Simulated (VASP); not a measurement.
# Gd (Pm-3m) in VASP: a series of runs, part 2 of 2

VASP 6.6.1.

**3. Single point, LDA, collinear spin, ferromagnetic start**

This run uses another cell than the first one, of 23.62 Å³/atom.

Input file INCAR:

```
  PREC = Accurate
  ENCUT = 520
  EDIFF = 1E-6
  ISMEAR = 0
  SIGMA = 0.05
  LREAL = F
  LASPH = T
  NELM = 150
  ALGO = Normal
  ISIF = 2
  LWAVE = F
  LCHARG = T
  ISPIN = 2
  MAGMOM = 7
  LORBIT = 11
  LMAXMIX = 6
  GGA = CA
  LELF = T
  LVHAR = T
  NBANDS = 19
```

Input file KPOINTS:

```
regular mesh
0
Gamma
  7 7 7
```

Input file POSCAR:

```
Gd
1.0
    2.8692670380      0.0000000000      0.0000000000
    0.0000000000      2.8692670380      0.0000000000
    0.0000000000      0.0000000000      2.8692670380
Gd
1
Direct
    0.0000000000      0.0000000000      0.0000000000
```

Potentials or basis: VASP PAW PBE potentials, release 64 (Gd).

Launch:

```
$ cat potpaw_PBE.64/Gd/POTCAR > POTCAR
$ mpirun -np 1 vasp_std > vasp.out
```

OUTCAR:

```text
PREC = Accurate
   ENCUT = 520
   EDIFF = 1E-6
   ISMEAR = 0
   LREAL = F
   LASPH = T
   NELM = 150
   ISIF = 2
   ISPIN = 2
   LORBIT = 11
   GGA = CA

 ion  position               nearest neighbor table
   1  0.000  0.000  0.000-

  LATTYP: Found a simple cubic cell.
 ALAT       =     2.8692670380

  Lattice vectors:

 A1 = (   2.8692670380,   0.0000000000,   0.0000000000)
 A2 = (   0.0000000000,   2.8692670380,   0.0000000000)
 A3 = (   0.0000000000,   0.0000000000,   2.8692670380)

Analysis of symmetry for initial positions (statically):
=====================================================================
 Subroutine PRICEL returns:
 Original cell was already a primitive cell.

 Routine SETGRP: Setting up the symmetry group for a
 simple cubic supercell.

 Subroutine GETGRP returns: Found 48 space group operations
 (whereof 48 operations were pure point group operations)
 out of a pool of 48 trial point group operations.

The static configuration has the point symmetry O_h .

Analysis of symmetry for dynamics (positions and initial velocities):
=====================================================================
 Subroutine PRICEL returns:
 Original cell was already a primitive cell.

 Routine SETGRP: Setting up the symmetry group for a
 simple cubic supercell.

 Subroutine GETGRP returns: Found 48 space group operations
 (whereof 48 operations were pure point group operations)
 out of a pool of 48 trial point group operations.

The dynamic configuration has the point symmetry O_h .

Analysis of structural, dynamic, and magnetic symmetry:
=====================================================================
 Subroutine PRICEL returns:
 Original cell was already a primitive cell.

 Routine SETGRP: Setting up the symmetry group for a
 simple cubic supercell.

 Subroutine GETGRP returns: Found 48 space group operations
[... 129 lines left out ...]
  energy-cutoff  :      520.00
  volume of cell :       23.62
 maximum number of plane-waves:       651
 NGX is ok and might be reduce to    24
   NGX = 11   NGY = 11   NGZ = 11

 number of electron      18.0000001 magnetization       7.3076168

 Free energy of the ion-electron system (eV)
  ---------------------------------------------------
  ext. energy  EPLUGINS =         0.00000000
  ---------------------------------------------------
  free energy    TOTEN  =       -10.89999194 eV

  energy without entropy =      -10.89701145  energy(sigma->0) =      -10.89850170

 E-fermi :   4.2126     XC(G=0): -11.8123

 val. band max:        4.2072966575   @ k =   0.4286   0.1429   0.0000
 cond. band min:       4.2145763318   @ k =   0.1429   0.0000   0.0000
 fundamental gap:      0.0072796742
 Fermi energy:         4.2125543382

 spin component 1

 k-point     1 :       0.0000    0.0000    0.0000
  band No.  band energies     occupation
      1     -40.5021      1.00000
      2     -16.8250      1.00000
      3     -16.8250      1.00000
      4     -16.8250      1.00000
      5      -0.4573      1.00000
      6       0.2239      1.00000
[... 416 lines left out ...]
      5       0.0842      1.00000
      6       0.2401      1.00000
[... 11 lines left out ...]
     18      16.8975      0.00000
     19      20.6347      0.00000
 Fermi energy:         4.2125543382

 spin component 2

 k-point     1 :       0.0000    0.0000    0.0000
  band No.  band energies     occupation
      1     -37.6672      1.00000
      2     -14.5409      1.00000
      3     -14.5409      1.00000
      4     -14.5409      1.00000
      5       0.3129      1.00000
      6       3.4634      1.00000
[... 417 lines left out ...]
      6       3.4039      1.00000
[... 11 lines left out ...]
     18      18.3711      0.00000
     19      22.2124      0.00000

------------------------ aborting loop because EDIFF is reached ----------------------------------------

  FORCE on cell =-STRESS in cart. coord.  units (eV):
  Direction    XX          YY          ZZ          XY          YZ          ZX
  --------------------------------------------------------------------------------------
  -------------------------------------------------------------------------------------
  Total        1.4419020      1.4419020      1.4419020      0.0000000      0.0000000      0.0000000
  in kB       97.7987747     97.7987747     97.7987747      0.0000000      0.0000000      0.0000000
  external PRESSURE =      97.7987747 kB  Pullay stress =       0.0000000 kB

 VOLUME and BASIS-vectors are now :
 -----------------------------------------------------------------------------
  energy-cutoff  :      520.00
  volume of cell :       23.62
      direct lattice vectors                 reciprocal lattice vectors
     2.869267038  0.000000000  0.000000000     0.348521064  0.000000000  0.000000000
     0.000000000  2.869267038  0.000000000     0.000000000  0.348521064  0.000000000
     0.000000000  0.000000000  2.869267038     0.000000000  0.000000000  0.348521064

 POSITION                                       TOTAL-FORCE (eV/Angst)
 -----------------------------------------------------------------------------------
      0.00000      0.00000      0.00000         0.000000      0.000000      0.000000
 -----------------------------------------------------------------------------------
    total drift:                               -0.000000      0.000000      0.000000

  FREE ENERGIE OF THE ION-ELECTRON SYSTEM (eV)
  ---------------------------------------------------
  free  energy   TOTEN  =       -10.8999919416 eV

  energy  without entropy=      -10.8970114549  energy(sigma->0) =      -10.89850170

 total charge

# of ion       s       p       d       f       tot
--------------------------------------------------
    1        2.066   5.496   0.890   7.065  15.516

 magnetization (x)

# of ion       s       p       d       f       tot
--------------------------------------------------
    1        0.021  -0.038   0.259   6.667   6.909
```

OSZICAR:

```text
N       E                     dE             d eps       ncg     rms          rms(c)
DAV:   1     0.871195523047E+02    0.87120E+02   -0.62198E+03  1928   0.485E+03
DAV:   2     0.279911744319E+01   -0.84320E+02   -0.74300E+02  1901   0.341E+02
DAV:   3    -0.798992101415E+01   -0.10789E+02   -0.10454E+02  2287   0.989E+01
[... 15 lines left out ...]
DAV:  19    -0.108999962333E+02    0.10367E-03   -0.35581E-04  2328   0.537E-01    0.186E-01
DAV:  20    -0.109000170284E+02   -0.20795E-04   -0.59346E-05  2704   0.172E-01    0.189E-01
DAV:  21    -0.109000027660E+02    0.14262E-04   -0.18108E-05  2520   0.106E-01    0.119E-01
DAV:  22    -0.108999921108E+02    0.10655E-04   -0.26979E-05  1798   0.167E-01    0.273E-02
DAV:  23    -0.108999923119E+02   -0.20103E-06   -0.15250E-05  2741   0.105E-01    0.412E-02
DAV:  24    -0.108999919416E+02    0.37027E-06   -0.20610E-06  1567   0.276E-02
   1 F= -.10899992E+02 E0= -.10898502E+02  d E =-.298049E-02  mag=     7.3071
```

Run time: 14 s. Hardware: 1 thread of Intel Xeon 6975P-C (Granite Rapids), shared host; peak memory 0.15 GiB.

What came out:

```
Free energy                                           : -10.9000 eV
Pressure                                              : 9.8 GPa
Net moment                                            : 7.31 μB per cell
Site moments                                          : Gd +6.91 μB
Valence electrons inside the program's atomic spheres : Gd 15.52
```

Levels at points of the mesh, in eV from the Fermi level:
Spin up:
```csv
k point,band 9,band 10,band 11,band 12,band 13,band 14,band 15,band 16,band 17,band 18
"(0.00, 0.00, 0.00)",-3.83,-3.83,-3.83,-3.75,-1.84,-1.84,8.41,8.41,8.41,14.48
```
Spin down:
```tsv
k point	band 3	band 4	band 5	band 6	band 7	band 8
(0.00, 0.00, 0.00)	-18.75	-18.75	-3.90	-0.75	-0.75	0.75
```

Caveat: the cell stands under pressure; the PAW data sets were made with another functional, which shifts forces and pressure a little; spin-orbit coupling is left out, which moves the levels of the heavy elements; semilocal functionals describe open f shells poorly, which spoils levels, moments and volumes. The state reached can hang on the start; a lower one may exist.
